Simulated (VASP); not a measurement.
# BiS (Pm-3m) in VASP: further runs, part 2 of 2

VASP 6.6.1. The steps go on from the part before.

### Step 3. Single point, PBE

Input file INCAR:

```
SYSTEM = BiS
PREC = Accurate
ENCUT = 520
EDIFF = 1E-6
ISMEAR = 0
SIGMA = 0.018000000000000002
LREAL = .FALSE.
LASPH = .TRUE.
NELM = 60
ALGO = Normal
ISIF = 2
LWAVE = .FALSE.
LCHARG = .FALSE.
GGA = PE
NBANDS = 18
```

Input file KPOINTS:

```
Automatic mesh
0
G
  7 7 7
  0 0 0
```

Input file POSCAR:

```
BiS
1.0
    4.0029443400      0.0000000000      0.0000000000
    0.0000000000      4.0029443400      0.0000000000
    0.0000000000      0.0000000000      4.0029443400
Bi S
1 1
Direct
    0.5000000000      0.5000000000      0.5000000000
    0.0000000000      0.0000000000      0.0000000000
```

Potentials or basis: VASP PAW PBE potentials, release 64 (Bi_d, S).

Run with:

```bash
$ cat potpaw_PBE.64/Bi_d/POTCAR potpaw_PBE.64/S/POTCAR > POTCAR
$ mpirun -np 1 vasp_std > vasp.out
```

OUTCAR:

```text
SYSTEM = BiS
   PREC = Accurate
   ENCUT = 520
   EDIFF = 1E-6
   ISMEAR = 0
   LREAL = .FALSE.
   LASPH = .TRUE.
   NELM = 60
   ISIF = 2
   GGA = PE

 ion  position               nearest neighbor table
   1  0.500  0.500  0.500-
   2  0.000  0.000  0.000-

  LATTYP: Found a simple cubic cell.
 ALAT       =     4.0029443400

  Lattice vectors:

 A1 = (   4.0029443400,   0.0000000000,   0.0000000000)
 A2 = (   0.0000000000,   4.0029443400,   0.0000000000)
 A3 = (   0.0000000000,   0.0000000000,   4.0029443400)

Analysis of symmetry for initial positions (statically):
=====================================================================
 Subroutine PRICEL returns:
 Original cell was already a primitive cell.

 Routine SETGRP: Setting up the symmetry group for a
 simple cubic supercell.

 Subroutine GETGRP returns: Found 48 space group operations
 (whereof 48 operations were pure point group operations)
 out of a pool of 48 trial point group operations.

The static configuration has the point symmetry O_h .

Analysis of symmetry for dynamics (positions and initial velocities):
=====================================================================
 Subroutine PRICEL returns:
 Original cell was already a primitive cell.

 Routine SETGRP: Setting up the symmetry group for a
 simple cubic supercell.

 Subroutine GETGRP returns: Found 48 space group operations
 (whereof 48 operations were pure point group operations)
 out of a pool of 48 trial point group operations.

The dynamic configuration has the point symmetry O_h .

 Subroutine INISYM returns: Found 48 space group operations
 (whereof 48 operations are pure point group operations),
 and found     1 'primitive' translations

----------------------------------------------------------------------------------------

[... 102 lines left out ...]
   ISMEAR =     0;   SIGMA  =   0.02  broadening in eV -4-tet -1-fermi 0-gaus
   EFERMI_NEDOS =   21; number of points for ismear=-14 and -15
   IALGO  =     38    algorithm
   IMIX   =      4    mixing-type and parameters
     AMIX     =   0.40;   BMIX     =  1.00
     AMIX_MAG =   1.60;   BMIX_MAG =  1.00
  volume/ion in A,a.u.               =      32.07       216.42
  Fermi-wavevector in a.u.,A,eV,Ry     =   1.128327  2.132229 17.321879  1.273122
  Thomas-Fermi vector in A             =   2.265017
   LORBIT       =      0    0 simple, 1 ext, 2 COOP (PROOUT), +10 PAW based schemes
   GGA     = PE    functional components
   LHFCALC =     F    Hartree Fock is set to
   AEXX    =    0.0000 exact exchange contribution
   IVDW    =     0    specifies the selected vdW correction
   LEPSILON=     F    determine dielectric tensor
   LRPA    =     F    only Hartree local field effects (RPA)
 non-spin polarized calculation
 Gauss-broadening in eV      SIGMA  =   0.02
  energy-cutoff  :      520.00
  volume of cell :       64.14
 maximum number of plane-waves:      1751
 NGX is ok and might be reduce to    30
   NGX = 15   NGY = 15   NGZ = 15

 number of electron      21.0000014 magnetization

 Free energy of the ion-electron system (eV)
  ---------------------------------------------------
  ext. energy  EPLUGINS =         0.00000000
  ---------------------------------------------------
  free energy    TOTEN  =        -7.10297334 eV

  energy without entropy =       -7.10256009  energy(sigma->0) =       -7.10276672

 E-fermi :   4.5682     XC(G=0):  -9.1265

 val. band max:        4.4555507536   @ k =   0.2857   0.0000   0.0000
 cond. band min:       4.5816764622   @ k =   0.2857   0.1429   0.1429
 fundamental gap:      0.1261257086
 Fermi energy:         4.5681813135

 k-point     1 :       0.0000    0.0000    0.0000
  band No.  band energies     occupation
      1     -19.2682      2.00000
      2     -19.2682      2.00000
      3     -19.2233      2.00000
      4     -19.2233      2.00000
      5     -19.2233      2.00000
      6      -8.5927      2.00000
[... 397 lines left out ...]
      5     -19.2220      2.00000
      6      -7.0461      2.00000
[... 10 lines left out ...]
     17      17.4181      0.00000
     18      17.6237      0.00000

------------------------ aborting loop because EDIFF is reached ----------------------------------------

  FORCE on cell =-STRESS in cart. coord.  units (eV):
  Direction    XX          YY          ZZ          XY          YZ          ZX
  --------------------------------------------------------------------------------------
  -------------------------------------------------------------------------------------
  Total       -4.3749414     -4.3749414     -4.3749414     -0.0000000     -0.0000000      0.0000000
  in kB     -109.2808757   -109.2808757   -109.2808757     -0.0000000     -0.0000000      0.0000000
  external PRESSURE =    -109.2808757 kB  Pullay stress =       0.0000000 kB

 VOLUME and BASIS-vectors are now :
 -----------------------------------------------------------------------------
  energy-cutoff  :      520.00
  volume of cell :       64.14
      direct lattice vectors                 reciprocal lattice vectors
     4.002944340  0.000000000  0.000000000     0.249816114  0.000000000  0.000000000
     0.000000000  4.002944340  0.000000000     0.000000000  0.249816114  0.000000000
     0.000000000  0.000000000  4.002944340     0.000000000  0.000000000  0.249816114

 POSITION                                       TOTAL-FORCE (eV/Angst)
 -----------------------------------------------------------------------------------
      2.00147      2.00147      2.00147         0.000000      0.000000      0.000000
      0.00000      0.00000      0.00000         0.000000      0.000000      0.000000
 -----------------------------------------------------------------------------------
    total drift:                                0.000000      0.000000      0.000000

  FREE ENERGIE OF THE ION-ELECTRON SYSTEM (eV)
  ---------------------------------------------------
  free  energy   TOTEN  =        -7.1029733433 eV

  energy  without entropy=       -7.1025600931  energy(sigma->0) =       -7.10276672
```

OSZICAR:

```text
N       E                     dE             d eps       ncg     rms          rms(c)
DAV:   1     0.162129470706E+03    0.16213E+03   -0.10266E+04   720   0.116E+03
DAV:   2     0.632329903743E+01   -0.15581E+03   -0.15160E+03   772   0.314E+02
DAV:   3    -0.751458924365E+01   -0.13838E+02   -0.13602E+02   856   0.948E+01
DAV:   4    -0.792428036952E+01   -0.40969E+00   -0.40636E+00   946   0.171E+01
DAV:   5    -0.793558331058E+01   -0.11303E-01   -0.11302E-01   962   0.274E+00    0.451E+00
DAV:   6    -0.712796978892E+01    0.80761E+00   -0.39558E+00   940   0.751E+00    0.302E+00
DAV:   7    -0.711170317503E+01    0.16267E-01   -0.22234E-01   790   0.231E+00    0.161E+00
DAV:   8    -0.710283153334E+01    0.88716E-02   -0.49090E-02   804   0.124E+00    0.444E-01
DAV:   9    -0.710274917611E+01    0.82357E-04   -0.30897E-03   910   0.237E-01    0.199E-01
DAV:  10    -0.710300935219E+01   -0.26018E-03   -0.44123E-04   792   0.207E-01    0.146E-01
DAV:  11    -0.710297258455E+01    0.36768E-04   -0.76052E-05   954   0.556E-02    0.837E-03
DAV:  12    -0.710297334334E+01   -0.75879E-06   -0.99102E-06   810   0.146E-02
   1 F= -.71029733E+01 E0= -.71027667E+01  d E =-.413250E-03
```

Run time: 7 s. Hardware: 1 thread of Intel Xeon 6975P-C (Granite Rapids), shared host; peak memory 0.17 GiB.

Results:

```yaml
Free_energy: -7.1030 eV
Pressure: -10.9 GPa
```

Levels at points of the mesh, in eV from the Fermi level:
```
           k point  band 7  band 8  band 9  band 10  band 11  band 12  band 13  band 14
(0.00, 0.00, 0.00)  -10.12   -2.26   -2.26    -2.26     2.43     2.43     2.43     4.42
```

Caveat: spin-orbit coupling is left out, which moves the levels of the heavy elements.

### Step 4. Single point, PBE

Input file INCAR:

```
SYSTEM = BiS
ALGO = Normal ; EDIFF = 1E-6
ENCUT = 520 ; GGA = PE
ISIF = 2 ; ISMEAR = 0
LASPH = .TRUE. ; LCHARG = .TRUE.
LELF = .TRUE. ; LREAL = .FALSE.
LVHAR = .TRUE. ; LWAVE = .FALSE.
NBANDS = 18 ; NELM = 80
PREC = Accurate ; SIGMA = 0.019000000000000003
```

Input file KPOINTS:

```
k-points
0
G
  7 7 7
  0 0 0
```

POSCAR is that of step 3.

Run with:

```bash
$ cat potpaw_PBE.64/Bi_d/POTCAR potpaw_PBE.64/S/POTCAR > POTCAR
$ mpirun -np 1 vasp_std > vasp.out
```

Wall time 7.6 s (1 thread of Intel Xeon 6975P-C (Granite Rapids), shared host); peak memory 0.17 GiB.

It converged, with:

* Free energy: -7.1030 eV
* Pressure: -10.9 GPa

Levels at points of the mesh, in eV from the Fermi level:
```csv
k point,band 7,band 8,band 9,band 10,band 11,band 12,band 13,band 14
"(0.00, 0.00, 0.00)",-10.12,-2.26,-2.26,-2.26,2.43,2.43,2.43,4.42
```

Caveat: spin-orbit coupling is left out, which moves the levels of the heavy elements.

### Step 5. Single point, PBE

Input file INCAR:

```
SYSTEM = BiS
ALGO = Normal
EDIFF = 1E-6
ENCUT = 520
GGA = PE
ISIF = 2
ISMEAR = 0
LASPH = .True.
LCHARG = .False.
LREAL = .False.
LWAVE = .False.
NBANDS = 18
NELM = 80
PREC = Accurate
SIGMA = 0.02
```

Input file KPOINTS:

```
k-points
0
Gamma
  7 7 7
  0 0 0
```

POSCAR is that of step 4.

Run with:

```bash
$ cat potpaw_PBE.64/Bi_d/POTCAR potpaw_PBE.64/S/POTCAR > POTCAR
$ mpirun -np 1 vasp_std > vasp.out
```

Wall time 7.7 s (1 thread of Intel Xeon 6975P-C (Granite Rapids), shared host); peak memory 0.17 GiB.

It converged, with:

```yaml
Free_energy: -7.1030 eV
Pressure: -10.9 GPa
```

Levels at points of the mesh, in eV from the Fermi level:
```
           k point  band 6  band 7  band 8  band 9  band 10  band 11  band 12  band 13  band 14  band 15
(0.00, 0.00, 0.00)  -13.16  -10.12   -2.26   -2.26    -2.26     2.43     2.43     2.43     4.42     4.42
```

Caveat: spin-orbit coupling is left out, which moves the levels of the heavy elements.

### Step 6. The runs side by side

| smearing | gap on the mesh (eV) | pressure (GPa) |
| --- | --- | --- |
| gaussian 0.017 eV | none | -10.9 |
| gaussian 0.018 eV | none | -10.9 |
| gaussian 0.019 eV | none | -10.9 |
| gaussian 0.02 eV | none | -10.9 |

Alike in all rows: task single point; level PBE; potentials or basis VASP PAW PBE potentials, release 64 (Bi_d, S); no spin polarisation; cell as given; k mesh 7 × 7 × 7; cutoff (eV) 520.

Every run on the cell as given and a fine mesh finds a metal.

Caveats: spin-orbit coupling is left out, which moves the levels of the heavy elements.

Absolute energies hang on the potentials; compare differences alone.
